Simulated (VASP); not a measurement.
# Ca in VASP: a series of runs

Runs on Ca. Level: PBE. Tasks: single point.

Everything below comes from runs of VASP 6.6.1. Logs are shortened: lines on timing, memory, paths and dates and some standing lists are left out, and cuts for length are marked.

### Step 1. The cell of the first run

The cell holds a slab with vacuum, 13 atoms: a = 7.891 Å, b = 7.891 Å, c = 17.443 Å, α = 90.00°, β = 90.00°, γ = 60.00°.

### Step 2. Single point, PBE

File INCAR:

```
SYSTEM = Ca
PREC = Accurate
ENCUT = 400
EDIFF = 1E-6
ISMEAR = -1
SIGMA = 0.05
LREAL = .FALSE.
LASPH = .TRUE.
NELM = 120
ALGO = Normal
ISIF = 2
LWAVE = .FALSE.
LCHARG = .FALSE.
GGA = PE
NBANDS = 77
GGA_COMPAT = .FALSE.
NELMDL = -8
```

File KPOINTS:

```
regular mesh
0
G
  3 3 1
  0 0 0
```

File POSCAR:

```
Ca
1.0
    7.8913120000      0.0000000000      0.0000000000
    3.9456560000      6.8340760000      0.0000000000
    0.0000000000      0.0000000000     17.4432290000
Ca
13
Direct
    0.1666666423      0.1666667154      0.0573287778
    0.6666666423      0.1666667154      0.0573287778
    0.1666666423      0.6666667154      0.0573287778
    0.6666666423      0.6666667154      0.0573287778
   -0.1650376740      0.3320276216      0.2360622566
    0.3295270347      0.3334115687      0.2292171363
   -0.1652192372      0.8303028822      0.2363346259
    0.3256111420      0.8359909957      0.2307245407
   -0.0254855652      0.0101586520      0.4243696508
    0.4858245180      0.0035160569      0.4015788591
    0.0004896002      0.4970061790      0.4239609536
    0.4857015504      0.5058445355      0.4006693944
    0.4904828585      0.2552565994      0.5765746697
```

Potentials or basis: VASP PAW PBE potentials, release 64 (Ca_sv).

Launch:

```
cat potpaw_PBE.64/Ca_sv/POTCAR > POTCAR
mpirun -np 1 vasp_std > vasp.out
```

OUTCAR:

```text
SYSTEM = Ca
   PREC = Accurate
   ENCUT = 400
   EDIFF = 1E-6
   ISMEAR = -1
   LREAL = .FALSE.
   LASPH = .TRUE.
   NELM = 120
   ISIF = 2
   GGA = PE
   NELMDL = -8

 ion  position               nearest neighbor table
   1  0.167  0.167  0.057-
   2  0.667  0.167  0.057-
   3  0.167  0.667  0.057-
   4  0.667  0.667  0.057-
   5  0.835  0.332  0.236-
   6  0.330  0.333  0.229-
   7  0.835  0.830  0.236-
   8  0.326  0.836  0.231-
   9  0.975  0.010  0.424-
  10  0.486  0.004  0.402-
  11  0.000  0.497  0.424-
  12  0.486  0.506  0.401-
  13  0.490  0.255  0.577-

  LATTYP: Found a hexagonal cell.
 ALAT       =     7.8913114274
 C/A-ratio  =     2.2104347497

  Lattice vectors:

 A1 = (  -3.9456560000,  -6.8340760000,   0.0000000000)
 A2 = (   7.8913120000,   0.0000000000,   0.0000000000)
 A3 = (   0.0000000000,   0.0000000000,  17.4432290000)

Analysis of symmetry for initial positions (statically):
=====================================================================
 Subroutine PRICEL returns:
 Original cell was already a primitive cell.

 Routine SETGRP: Setting up the symmetry group for a
 hexagonal supercell.

 Subroutine GETGRP returns: Found  1 space group operations
 (whereof  1 operations were pure point group operations)
 out of a pool of 24 trial point group operations.

The static configuration has the point symmetry C_1 .

Analysis of symmetry for dynamics (positions and initial velocities):
=====================================================================
 Subroutine PRICEL returns:
 Original cell was already a primitive cell.

 Routine SETGRP: Setting up the symmetry group for a
 hexagonal supercell.

 Subroutine GETGRP returns: Found  1 space group operations
 (whereof  1 operations were pure point group operations)
 out of a pool of 24 trial point group operations.

The dynamic configuration has the point symmetry C_1 .

 Subroutine INISYM returns: Found  1 space group operations
 (whereof  1 operations are pure point group operations),
 and found     1 'primitive' translations

----------------------------------------------------------------------------------------
[... 101 lines left out ...]
   ISIF   =      2    stress and relaxation
   ISYM   =      2    0-nonsym 1-usesym 2-fastsym
   POTIM  = 0.5000    time-step for ionic-motion
   TEBEG  =    0.0;   TEEND  =   0.0 temperature during run
   PSTRESS=    0.0 pullay stress
   NELECT =     130.0000    total number of electrons
   NUPDOWN=      -1.0000    fix difference up-down
   EMIN   =  10.00;   EMAX   =-10.00  energy-range for DOS
   EFERMI =   0.00;   METHOD = LEGACY
   ISMEAR =    -1;   SIGMA  =   0.05  broadening in eV -4-tet -1-fermi 0-gaus
   EFERMI_NEDOS =   21; number of points for ismear=-14 and -15
   IALGO  =     38    algorithm
   IMIX   =      4    mixing-type and parameters
     AMIX     =   0.40;   BMIX     =  1.00
     AMIX_MAG =   1.60;   BMIX_MAG =  1.00
  volume/ion in A,a.u.               =      72.36       488.33
  Fermi-wavevector in a.u.,A,eV,Ry     =   0.846390  1.599446  9.746893  0.716376
  Thomas-Fermi vector in A             =   1.961730
   LORBIT       =      0    0 simple, 1 ext, 2 COOP (PROOUT), +10 PAW based schemes
   GGA     = PE    functional components
   LHFCALC =     F    Hartree Fock is set to
   AEXX    =    0.0000 exact exchange contribution
   IVDW    =     0    specifies the selected vdW correction
   LEPSILON=     F    determine dielectric tensor
   LRPA    =     F    only Hartree local field effects (RPA)
 non-spin polarized calculation
  energy-cutoff  :      400.00
  volume of cell :      940.71
 maximum number of plane-waves:     17115
 NGX is ok and might be reduce to    54
   NGX = 25   NGY = 25   NGZ = 57

 number of electron     129.9999993 magnetization

 Free energy of the ion-electron system (eV)
  ---------------------------------------------------
  ext. energy  EPLUGINS =         0.00000000
  ---------------------------------------------------
  free energy    TOTEN  =       -21.30905031 eV

  energy without entropy =      -21.11743421  energy(sigma->0) =      -21.21324226

 E-fermi :   0.1963     XC(G=0):  -5.4421

 val. band max:        0.1723297722   @ k =   0.3333   0.3333   0.0000
 cond. band min:       0.2077236082   @ k =   0.0000   0.0000   0.0000
 fundamental gap:      0.0353938360
 Fermi energy:         0.1963490600

 k-point     1 :       0.0000    0.0000    0.0000
  band No.  band energies     occupation
      1     -43.2222      2.00000
      2     -42.2942      2.00000
      3     -42.2859      2.00000
      4     -42.2569      2.00000
      5     -42.2513      2.00000
      6     -42.2234      2.00000
[... 389 lines left out ...]
     76       1.1496      0.00000
     77       1.1802      0.00000

------------------------ aborting loop because EDIFF is reached ----------------------------------------

  FORCE on cell =-STRESS in cart. coord.  units (eV):
  Direction    XX          YY          ZZ          XY          YZ          ZX
  --------------------------------------------------------------------------------------
  -------------------------------------------------------------------------------------
  Total       -1.9324403     -1.3418129      0.1917938      0.5959260      0.0227967      0.0748940
  in kB       -3.2912492     -2.2853179      0.3266549      1.0149555      0.0388263      0.1275562
  external PRESSURE =      -1.7499707 kB  Pullay stress =       0.0000000 kB

 VOLUME and BASIS-vectors are now :
 -----------------------------------------------------------------------------
  energy-cutoff  :      400.00
  volume of cell :      940.71
      direct lattice vectors                 reciprocal lattice vectors
     7.891312000  0.000000000  0.000000000     0.126721640 -0.073162780  0.000000000
     3.945656000  6.834076000  0.000000000     0.000000000  0.146325560  0.000000000
     0.000000000  0.000000000 17.443229000     0.000000000  0.000000000  0.057328835

 POSITION                                       TOTAL-FORCE (eV/Angst)
 -----------------------------------------------------------------------------------
      1.97283      1.13901      1.00000        -0.004565      0.020818     -0.039667
      5.91848      1.13901      1.00000         0.002914     -0.005140      0.001432
      3.94566      4.55605      1.00000        -0.024166     -0.013444     -0.034347
      7.89131      4.55605      1.00000         0.011879     -0.008238      0.060267
      7.89902      2.26910      4.11769         0.002109      0.000360      0.002386
      3.91593      2.27856      3.99829        -0.000677      0.005918     -0.006433
      9.86360      5.67435      4.12244         0.003313     -0.002362      0.001294
      5.86803      5.71323      4.02458        -0.002697     -0.000045     -0.001840
      7.73028      0.06942      7.40238         0.007418     -0.001725      0.000437
      3.84767      0.02403      7.00483         0.001600     -0.000503      0.006077
      1.96488      3.39658      7.39525         0.000866      0.003141     -0.001740
      5.82871      3.45698      6.98897         0.003889      0.002209      0.008106
      4.87771      1.74444     10.05732        -0.001882     -0.000990      0.004028
 -----------------------------------------------------------------------------------
    total drift:                                0.000244     -0.000552      0.002256

  FREE ENERGIE OF THE ION-ELECTRON SYSTEM (eV)
  ---------------------------------------------------
  free  energy   TOTEN  =       -21.3090503055 eV

  energy  without entropy=      -21.1174342073  energy(sigma->0) =      -21.21324226
```

Wall time 7.6 min (1 thread of AMD EPYC 7R13 (Zen 3), shared host); peak memory 0.68 GiB.

What came out:

```
Free energy            : -21.3091 eV
Largest force          : 0.062 eV/Å
Band gap on the k mesh : zero (bands 65 and 66 overlap by 0.05 eV)
```

Forces on the atoms (eV/Å):
```
Ca  -0.005  0.021 -0.040
Ca   0.003 -0.005  0.001
Ca  -0.024 -0.013 -0.034
Ca   0.012 -0.008  0.060
Ca   0.002  0.000  0.002
Ca  -0.001  0.006 -0.006
Ca   0.003 -0.002  0.001
Ca  -0.003  0.000 -0.002
Ca   0.007 -0.002  0.000
Ca   0.002 -0.001  0.006
Ca   0.001  0.003 -0.002
Ca   0.004  0.002  0.008
Ca  -0.002 -0.001  0.004
```

Levels at points of the mesh, in eV from the Fermi level:
```csv
k point,band 61,band 62,band 63,band 64,band 65,band 66,band 67,band 68,band 69,band 70
"(0.00, 0.00, 0.00)",-0.74,-0.71,-0.57,-0.55,-0.53,-0.08,0.01,0.04,0.14,0.21
```

### Step 3. Single point, PBE

File INCAR:

```
PREC = Accurate
ENCUT = 400
EDIFF = 1E-6
ISMEAR = -1
SIGMA = 0.05
LREAL = False
LASPH = True
NELM = 120
ALGO = Normal
ISIF = 2
LWAVE = False
LCHARG = False
GGA = PE
NBANDS = 77
GGA_COMPAT = False
NELMDL = -8
```

File KPOINTS:

```
Automatic mesh
0
Gamma
  3 3 1
```

File POSCAR:

```
Ca
1.0
    7.8913120000      0.0000000000      0.0000000000
    3.9456560000      6.8340760000      0.0000000000
    0.0000000000      0.0000000000     17.4432290000
Ca
13
Direct
    0.1666666423      0.1666667154      0.0573287778
    0.6666666423      0.1666667154      0.0573287778
    0.1666666423      0.6666667154      0.0573287778
    0.6666666423      0.6666667154      0.0573287778
   -0.1642608387      0.3317708202      0.2345500939
    0.3300955850      0.3319916255      0.2309895146
   -0.1658428807      0.8298353720      0.2360132404
    0.3270482336      0.8356352783      0.2311716483
   -0.0164461517      0.0047760663      0.4156829564
    0.4934027964     -0.0001265716      0.4029343994
    0.0015039133      0.4956653979      0.4267218529
    0.4923707022      0.5016385536      0.4016160655
    0.5752266352      0.2166595748      0.5766849131
```

Potentials or basis: VASP PAW PBE potentials, release 64 (Ca_sv).

Launch:

```
cat potpaw_PBE.64/Ca_sv/POTCAR > POTCAR
mpirun -np 1 vasp_std > vasp.out
```

Run time: 7.4 min. Hardware: 1 thread of AMD EPYC 7R13 (Zen 3), shared host; peak memory 0.68 GiB.

The run converged. Its results:

```yaml
Free_energy: -21.3050 eV
Largest_force: 0.046 eV/Å
Band_gap_on_the_k_mesh: zero (bands 65 and 66 overlap by 0.03 eV)
```

Forces in eV/Å, atoms in the order of the input:
```
Ca  -0.003  0.017 -0.030
Ca   0.002 -0.009 -0.008
Ca  -0.025 -0.012 -0.007
Ca   0.012 -0.006  0.043
Ca  -0.004  0.021  0.010
Ca   0.003  0.026 -0.008
Ca   0.008 -0.027 -0.036
Ca   0.001 -0.022 -0.019
Ca   0.018  0.006  0.016
Ca  -0.010  0.016  0.034
Ca   0.007 -0.007  0.001
Ca   0.001  0.002 -0.004
Ca  -0.009 -0.005  0.007
```

Levels at points of the mesh, in eV from the Fermi level:
```csv
k point,band 62,band 63,band 64,band 65,band 66,band 67,band 68,band 69
"(0.00, 0.00, 0.00)",-0.71,-0.56,-0.55,-0.54,-0.06,-0.01,0.04,0.13
```
